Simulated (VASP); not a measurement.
AlCo: single point with PBE

The system is AlCo.

```xyz
2
Lattice="2.8194 0.0000 0.0000 0.0000 2.8194 0.0000 0.0000 0.0000 2.8194" Properties=species:S:1:pos:R:3 pbc="T T T"
Co    1.4097    1.4097    1.4097
Al    0.0000    0.0000    0.0000
```

| Item | Value |
| --- | --- |
| Program | VASP 6.6.1 |
| Task | single point |
| Functional | PBE |
| Potentials or basis | VASP PAW PBE potentials, release 64 (Co, Al) |
| Cutoff | 520 eV |
| k mesh | 8 × 8 × 8 |
| Occupations | fermi-dirac, width 0.05 eV |
| Spin | collinear spin, ferromagnetic start |
| Starting moments | [1.0, 0.0] μB |
| Fixed moment | 1 μB |
| Dipole correction | no |
| Further INCAR settings | ALGO = Normal; EDIFF = 1e-07; NBANDS = 17 |

| Property | Result |
| --- | --- |
| Pressure | 13.4 GPa |
| Net moment | 1.00 μB per cell |
| Site moments | Co +1.00; Al -0.00 μB |
| Valence electrons inside the program's atomic spheres | Co 8.50; Al 0.85 |

Run time: 20 s on 1 thread of Intel(R) Xeon(R) Platinum 8488C (Sapphire Rapids) (shared host), peak memory 0.16 GiB.

Caveat: the total moment is fixed, so each spin has its own Fermi level.
